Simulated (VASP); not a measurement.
# TaN (P-6m2) in VASP: a series of runs

The runs below take TaN through vibrations by perturbation theory, with PBEsol.

Program: VASP 6.6.1. These are calculated values, not measurements. Logs are shortened: lines on timing, memory, paths and dates and some standing lists are left out, and cuts for length are marked.

## (1) The cell of the first run

Symmetry: P-6m2, No. 187, hexagonal system. The conventional cell has a = 2.919 Å, b = 2.919 Å, c = 2.866 Å, α = 90.00°, β = 90.00°, γ = 120.00°. Ta (site symmetry -6m2) has 6 N at 2.21 Å and 8 Ta at 2.87 to 2.92 Å within 3.0 Å. N (site symmetry -6m2) has 6 Ta at 2.21 Å and 8 N at 2.87 to 2.92 Å within 3.0 Å.

## (2) Vibrations by perturbation theory, PBEsol

The input, INCAR:

```
SYSTEM = TaN
PREC     = Accurate       ! precision mode
ENCUT    = 520            ! plane-wave cutoff, eV
EDIFF    = 1E-8           ! SCF threshold, eV
ISMEAR   = -1             ! smearing method
SIGMA    = 0.15           ! smearing width, eV
LREAL    = .False.        ! projectors in reciprocal space
LASPH    = .True.         ! aspherical terms in the spheres
NELM     = 100            ! most SCF steps
ALGO     = Normal         ! electronic algorithm
ISIF     = 2              ! what is computed and relaxed
LWAVE    = .False.        ! write WAVECAR
LCHARG   = .True.         ! write CHGCAR
GGA      = PS             ! functional
NBANDS   = 15             ! bands
IBRION   = 8              ! ionic algorithm
NSW      = 1              ! ionic steps
```

The input, KPOINTS:

```
Automatic mesh
0
Gamma
  18 18 14
  0 0 0
```

The input, POSCAR:

```
TaN
1.0
    2.9186140904      0.0000000000      0.0000000000
   -1.4593070452      2.5275939461      0.0000000000
    0.0000000000      0.0000000000      2.8656147092
Ta N
1 1
Direct
    0.3333333333      0.6666666667      0.5000000000
    0.0000000000      0.0000000000      0.0000000000
```

Potentials or basis: VASP PAW PBE potentials, release 64 (Ta_pv, N).

Launch:

```
$ cat potpaw_PBE.64/Ta_pv/POTCAR potpaw_PBE.64/N/POTCAR > POTCAR
$ mpirun -np 1 vasp_std > vasp.out
```

OUTCAR:

```text
SYSTEM = TaN
   PREC = Accurate
   ENCUT = 520
   EDIFF = 1E-8
   ISMEAR = -1
   LREAL = .False.
   LASPH = .True.
   NELM = 100
   ISIF = 2
   GGA = PS
   IBRION = 8
   NSW = 1

 ion  position               nearest neighbor table
   1  0.333  0.667  0.500-   2 2.21   2 2.21   2 2.21   2 2.21   2 2.21   2 2.21
   2  0.000  0.000  0.000-   1 2.21   1 2.21   1 2.21   1 2.21   1 2.21   1 2.21

  LATTYP: Found a hexagonal cell.
 ALAT       =     2.9186140904
 C/A-ratio  =     0.9818409082

  Lattice vectors:

 A1 = (   2.9186140904,   0.0000000000,   0.0000000000)
 A2 = (  -1.4593070452,   2.5275939461,   0.0000000000)
 A3 = (   0.0000000000,   0.0000000000,   2.8656147092)

Analysis of symmetry for initial positions (statically):
=====================================================================
 Subroutine PRICEL returns:
 Original cell was already a primitive cell.

 Routine SETGRP: Setting up the symmetry group for a
 hexagonal supercell.

 Subroutine GETGRP returns: Found 12 space group operations
 (whereof 12 operations were pure point group operations)
 out of a pool of 24 trial point group operations.

The static configuration has the point symmetry D_3h.

Analysis of symmetry for dynamics (positions and initial velocities):
=====================================================================
 Subroutine PRICEL returns:
 Original cell was already a primitive cell.

 Routine SETGRP: Setting up the symmetry group for a
 hexagonal supercell.

 Subroutine GETGRP returns: Found 12 space group operations
 (whereof 12 operations were pure point group operations)
 out of a pool of 24 trial point group operations.

The dynamic configuration has the point symmetry D_3h.

 Subroutine INISYM returns: Found 12 space group operations
 (whereof 12 operations are pure point group operations),
 and found     1 'primitive' translations
[... 592 lines left out ...]
  Total        0.3712101      0.3712101      0.3982945      0.0000000     -0.0000000      0.0000000
  in kB       28.1338147     28.1338147     30.1865253      0.0000000     -0.0000000      0.0000000
  external PRESSURE =      28.8180515 kB  Pullay stress =       0.0000000 kB

 VOLUME and BASIS-vectors are now :
 -----------------------------------------------------------------------------
  energy-cutoff  :      520.00
  volume of cell :       21.14
      direct lattice vectors                 reciprocal lattice vectors
     2.918614090  0.000000000  0.000000000     0.342628374  0.197816584  0.000000000
    -1.459307045  2.527593946  0.000000000     0.000000000  0.395633168  0.000000000
     0.000000000  0.000000000  2.865614709     0.000000000  0.000000000  0.348965266

 POSITION                                       TOTAL-FORCE (eV/Angst)
 -----------------------------------------------------------------------------------
     -0.00000      1.68506      1.43281         0.000000      0.000000      0.000000
      0.00000      0.00000      0.00000        -0.000000     -0.000000      0.000000
 -----------------------------------------------------------------------------------
    total drift:                                0.000000     -0.000000     -0.000000

  FREE ENERGIE OF THE ION-ELECTRON SYSTEM (eV)
  ---------------------------------------------------
  free  energy   TOTEN  =       -23.8075625030 eV

  energy  without entropy=      -23.7977937609  energy(sigma->0) =      -23.80267813

[... ionic steps 2 to 3 ...]

--------------------------------------- Ionic step        4  -------------------------------------------

------------------------ aborting loop because EDIFF is reached ----------------------------------------
[... 11 lines left out ...]
[... ionic steps 8 to 8 ...]

--------------------------------------- Ionic step        9  -------------------------------------------

 Free energy of the ion-electron system (eV)
  ---------------------------------------------------
  ---------------------------------------------------
  free energy    TOTEN  =        -0.23348884 eV

  energy without entropy =       -0.23348884

------------------------ aborting loop because EDIFF is reached ----------------------------------------

 INTERNAL STRAIN TENSOR  FOR ION    2  DIRECTION 3   (eV/Angst):
 -----------------------------------------------------------------------------
     0.00329  0.00000  0.00000
     0.00000  0.00329 -0.00000
     0.00000  0.00000  0.00763

 INTERNAL STRAIN TENSOR FOR ION    2 for displacements in x,y,z  (eV/Angst):
          X           Y           Z          XY          YZ          ZX
  --------------------------------------------------------------------------------
  x     0.00000     0.00000     0.00000    -2.60775     0.00000     0.00000
  y    -2.60775     2.60775     0.00000     0.00000     0.00000     0.00000
  z     0.00000     0.00000     0.00000     0.00000     0.00000     0.00000

 SECOND DERIVATIVES (NOT SYMMETRIZED)
 ------------------------------------
               1X          1Y          1Z          2X          2Y          2Z
  1X   -13.825269   -0.000000    0.000000   13.825269    0.000000    0.000000
  1Y     0.000000  -13.825269    0.000000    0.000000   13.825269    0.000000
  1Z     0.000000    0.000000  -15.225905    0.000000   -0.000000   15.225905
  2X    13.827243    0.000000    0.000000  -13.827243    0.000000    0.000000
  2Y     0.000000   13.827243    0.000000    0.000000  -13.827243    0.000000
  2Z    -0.000000    0.000000   15.226643    0.000000    0.000000  -15.226643

 Eigenvectors and eigenvalues of the dynamical matrix
 ----------------------------------------------------

   1 f  =   16.922173 THz   106.325152 2PiTHz  564.462948 cm-1    69.984455 meV
             X         Y         Z           dx          dy          dz
     -0.000000  1.685063  1.432807     0.000000    0.000000   -0.267984
      0.000000  0.000000  0.000000    -0.000000    0.000000    0.963423
[... 21 lines left out ...]
   6 f/i=    0.000297 THz     0.001867 2PiTHz    0.009913 cm-1     0.001229 meV
             X         Y         Z           dx          dy          dz
     -0.000000  1.685063  1.432807    -0.956910   -0.111863   -0.000000
      0.000000  0.000000  0.000000    -0.266160   -0.031114   -0.000000

--------------------------------------------------------------------------------------------------------

 ELASTIC MODULI CONTR FROM IONIC RELAXATION (kBar)
 Direction    XX          YY          ZZ          XY          YZ          ZX
 --------------------------------------------------------------------------------
 XX         -22.2450     22.2450      0.0000     -0.0000      0.0000      0.0000
 YY          22.2450    -22.2450      0.0000      0.0000      0.0000      0.0000
 ZZ           0.0000      0.0000      0.0000      0.0000      0.0000      0.0000
 XY          -0.0000      0.0000      0.0000    -22.2450      0.0000      0.0000
 YZ           0.0000      0.0000      0.0000      0.0000      0.0000      0.0000
 ZX           0.0000      0.0000      0.0000      0.0000      0.0000      0.0000
 --------------------------------------------------------------------------------
```

OSZICAR:

```text
N       E                     dE             d eps       ncg     rms          rms(c)
DAV:   1     0.903541695443E+02    0.90354E+02   -0.87772E+03  8880   0.113E+03
DAV:   2    -0.233052644570E+02   -0.11366E+03   -0.10691E+03 10665   0.308E+02
DAV:   3    -0.261168937548E+02   -0.28116E+01   -0.27969E+01 10105   0.451E+01
DAV:   4    -0.261283111508E+02   -0.11417E-01   -0.11414E-01 11645   0.308E+00
[... 84 lines left out ...]
RMM:   9    -0.233489082918E+00   -0.69091E-06    0.10253E-08 24923   0.186E-04    0.183E-05
RMM:  10    -0.233488778752E+00    0.30417E-06    0.23972E-09 25745   0.507E-05    0.537E-06
RMM:  11    -0.233488830130E+00   -0.51378E-07    0.19870E-09 25459   0.146E-05    0.963E-07
RMM:  12    -0.233488846137E+00   -0.16007E-07    0.11395E-09 24517   0.454E-06    0.377E-07
RMM:  13    -0.233488844464E+00    0.16728E-08    0.16066E-10 13161   0.139E-06    0.693E-08
 Linear response finished
```

stdout:

```text
POSCAR found type information on POSCAR TaN
 POSCAR found :  2 types and       2 ions
 scaLAPACK will be used
 -----------------------------------------------------------------------------
|                                                                             |
|                                                                             |
|     You enforced a specific xc type in the INCAR file but a different       |
|     I HOPE YOU KNOW WHAT YOU ARE DOING!                                     |
|                                                                             |
 -----------------------------------------------------------------------------

 LDA part: xc-table for (Slater+PW92), standard interpolation
 POSCAR, INCAR and KPOINTS ok, starting setup
 FFT: planning ... GRIDC
 FFT: planning ... GRID_SOFT
 FFT: planning ... GRID
 WAVECAR not read
 entering main loop
 Linear response reoptimize wavefunctions to high precision
 Linear response DOF=           4
 Linear response progress:
 first order change of Fermi-energy  -0.33581E-04
 force on displaced ion       1 direction 1 : -13.825   0.000   0.000
 Linear response progress:
 first order change of Fermi-energy  -0.11610E-02
 force on displaced ion       1 direction 3 :   0.000   0.000 -15.226
 Linear response progress:
 first order change of Fermi-energy   0.17841E-04
 force on displaced ion       2 direction 1 : -13.827   0.001   0.000
 Linear response progress:
 first order change of Fermi-energy  -0.17437E-04
 force on displaced ion       2 direction 3 :   0.000  -0.000 -15.227
 Linear response finished
```

Wall time 30 min (1 thread of Intel Xeon 8259CL, shared host); peak memory 0.9 GiB.

What came out:

```yaml
Highest_phonon_frequency_at_Γ: 564 cm⁻¹
```

Phonon frequencies in cm⁻¹ (negative: imaginary):
| q point | frequencies |
| --- | --- |
| (0.000, 0.000, 0.000) | 0 0 0 538 538 564 |

Caveat: the cell stands under pressure or tension, which shifts response properties; the PAW data sets were made with another functional, which shifts forces and pressure a little; spin-orbit coupling is left out, which moves the levels of the heavy elements.

## (3) Vibrations by perturbation theory, PBEsol

This run uses another cell than the first one, of 10.21 Å³/atom.

The input, INCAR:

```
ALGO = Normal
EDIFF = 1E-8
ENCUT = 520
GGA = PS
IBRION = 8
ISIF = 2
ISMEAR = -1
LASPH = T
LCHARG = T
LREAL = F
LWAVE = F
NELM = 80
NSW = 1
PREC = Accurate
SIGMA = 0.15
```

The input, KPOINTS:

```
k-points
0
Gamma
  18 18 14
```

The input, POSCAR:

```
TaN
1.0
    2.8825032644      0.0000000000      0.0000000000
   -1.4412516322      2.4963210534      0.0000000000
    0.0000000000      0.0000000000      2.8365585576
Ta N
1 1
Direct
    0.3333333333      0.6666666667      0.5000000000
    0.0000000000      0.0000000000      0.0000000000
```

Potentials or basis: VASP PAW PBE potentials, release 64 (Ta_pv, N).

Launch:

```
$ cat potpaw_PBE.64/Ta_pv/POTCAR potpaw_PBE.64/N/POTCAR > POTCAR
$ mpirun -np 1 vasp_std > vasp.out
```

OUTCAR:

```text
EDIFF = 1E-8
   ENCUT = 520
   GGA = PS
   IBRION = 8
   ISIF = 2
   ISMEAR = -1
   LASPH = T
   LREAL = F
   NELM = 80
   NSW = 1
   PREC = Accurate

 ion  position               nearest neighbor table
   1  0.333  0.667  0.500-   2 2.19   2 2.19   2 2.19   2 2.19   2 2.19   2 2.19
   2  0.000  0.000  0.000-   1 2.19   1 2.19   1 2.19   1 2.19   1 2.19   1 2.19

  LATTYP: Found a hexagonal cell.
 ALAT       =     2.8825032644
 C/A-ratio  =     0.9840608310

  Lattice vectors:

[... 625 lines left out ...]
               1X          1Y          1Z          2X          2Y          2Z
  1X   -15.510364    0.000000    0.000000   15.510364    0.000000    0.000000
  1Y    -0.000000  -15.510364    0.000000    0.000000   15.510364    0.000000
  1Z     0.000000    0.000000  -17.704031    0.000000    0.000000   17.704031
  2X    15.508779    0.000000    0.000000  -15.508779   -0.000000    0.000000
  2Y     0.000000   15.508779    0.000000    0.000000  -15.508779    0.000000
  2Z     0.000000   -0.000000   17.712439   -0.000000    0.000000  -17.712439

 Eigenvectors and eigenvalues of the dynamical matrix
 ----------------------------------------------------

   1 f  =   18.250997 THz   114.674395 2PiTHz  608.787725 cm-1    75.480024 meV
             X         Y         Z           dx          dy          dz
     -0.000000  1.664214  1.418279    -0.000000    0.000000   -0.267931
      0.000000  0.000000  0.000000     0.000000    0.000000    0.963438
[... 21 lines left out ...]
   6 f/i=    0.001118 THz     0.007028 2PiTHz    0.037308 cm-1     0.004626 meV
             X         Y         Z           dx          dy          dz
     -0.000000  1.664214  1.418279     0.000000   -0.000000    0.963438
      0.000000  0.000000  0.000000    -0.000000    0.000000    0.267931

--------------------------------------------------------------------------------------------------------

 ELASTIC MODULI CONTR FROM IONIC RELAXATION (kBar)
 Direction    XX          YY          ZZ          XY          YZ          ZX
 --------------------------------------------------------------------------------
 XX         -61.5241     61.5241      0.0000      0.0000      0.0000      0.0000
 YY          61.5241    -61.5241      0.0000     -0.0000      0.0000      0.0000
 ZZ           0.0000      0.0000      0.0000      0.0000      0.0000      0.0000
 XY           0.0000     -0.0000      0.0000    -61.5241      0.0000      0.0000
 YZ           0.0000      0.0000      0.0000      0.0000      0.0000      0.0000
 ZX           0.0000      0.0000      0.0000      0.0000      0.0000      0.0000
 --------------------------------------------------------------------------------
```

Wall time 10 min (1 thread of Intel Xeon Platinum 8559C (Emerald Rapids), shared host); peak memory 0.77 GiB.

What came out:

```
Highest phonon frequency at Γ : 609 cm⁻¹
```

Phonon frequencies in cm⁻¹ (negative: imaginary):
```tsv
q point	frequencies
(0.000, 0.000, 0.000)	0 0 0 570 570 609
```

Caveat: the cell stands under pressure or tension, which shifts response properties; the PAW data sets were made with another functional, which shifts forces and pressure a little; spin-orbit coupling is left out, which moves the levels of the heavy elements.

(Continued in part 2 of 2.)
